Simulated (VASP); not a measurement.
Set up this calculation in VASP 6.6.1, as the native input.

```yaml
Task: relaxation of cell and atoms
Functional: PBEsol
Potentials_or_basis: VASP PAW PBE potentials, release 64 (Mg)
Cutoff: 600 eV
k_mesh: 12 × 12 × 8
Occupations: gaussian, width 0.05 eV
Spin: no spin polarisation
Dipole_correction: no
Further_INCAR_settings: ALGO = Fast; EDIFF = 1e-06; IBRION = 2; EDIFFG = -0.01; NSW = 80; ISIF = 3
```

The structure of Mg lies in POSCAR:

```
Mg
1.0
    3.2100000000      0.0000000000      0.0000000000
   -1.6050000000      2.7799415461      0.0000000000
    0.0000000000      0.0000000000      5.2130400000
Mg
2
Direct
    0.3333333333      0.6666666667      0.7500000000
    0.6666666667      0.3333333333      0.2500000000
```

The input as run:

INCAR

```
  PREC = Accurate
  ENCUT = 600
  EDIFF = 1E-6
  ISMEAR = 0
  SIGMA = 0.05
  LREAL = False
  LASPH = True
  NELM = 80
  ALGO = Fast
  ISIF = 3
  LWAVE = False
  LCHARG = False
  GGA = PS
  IBRION = 2
  NSW = 80
  EDIFFG = -0.01
```

KPOINTS

```
Automatic mesh
0
Gamma
  12 12 8
```

Potentials or basis: VASP PAW PBE potentials, release 64 (Mg).

Run with:

```sh
$ cat potpaw_PBE.64/Mg/POTCAR > POTCAR
$ mpirun -np 1 vasp_std > vasp.out
```

Results of the run:

```json
{"Relaxed volume": "22.46 Å³/atom", "Relaxed cell": "a = 3.191 Å, b = 3.191 Å, c = 5.095 Å, α = 90.00°, β = 90.00°, γ = 120.00°", "Space group after relaxing (to 0.1 Å)": "P6_3/mmc (No. 194)", "Energy gained by relaxing": "4.3 meV/atom", "Ionic steps": "7", "Pressure after relaxing": "0.0 GPa", "Band gap on the k mesh": "zero (bands 2 and 3 overlap by 2.04 eV)"}
```

Caveat: the PAW data sets were made with another functional, which shifts forces and pressure a little.

Wall time 54 s on 1 thread of AMD EPYC 7R13 Processor (Zen 3) (shared host), peak memory 0.18 GiB.
